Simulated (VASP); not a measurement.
The system is PtS2.

```
CELL_PARAMETERS angstrom
3.55264 0.00000 0.00000
-1.77632 3.07668 0.00000
0.00000 0.00000 5.12271
ATOMIC_POSITIONS crystal
Pt 0.00000 0.00000 0.00000
S 0.33333 0.66667 0.23926
S 0.66667 0.33333 0.76074
```

Base run:

- Program: VASP 6.6.1
- Functional: PBE
- Potentials or basis: VASP PAW PBE potentials, release 64 (Pt, S)
- Cutoff: 520 eV
- k mesh: 6 × 6 × 4
- Occupations: fermi-dirac, width 0.5 eV
- Spin: no spin polarisation

Its results: band gap on the k mesh 0.89 eV, indirect (least direct gap 1.44 eV); pressure 5.1 GPa; largest force 0.328 eV/Å.

Q: The run is repeated on the same cell with these changes: occupations from fermi-dirac, width 0.5 eV to methfessel-paxton, width 0.001 eV. What comes out?

A: Band gap on the k mesh 0.85 eV, indirect (least direct gap 1.42 eV); pressure 3.2 GPa; largest force 0.026 eV/Å.

Caveats: spin-orbit coupling is left out, which moves the levels of the heavy elements.

A k mesh can miss the band edges.
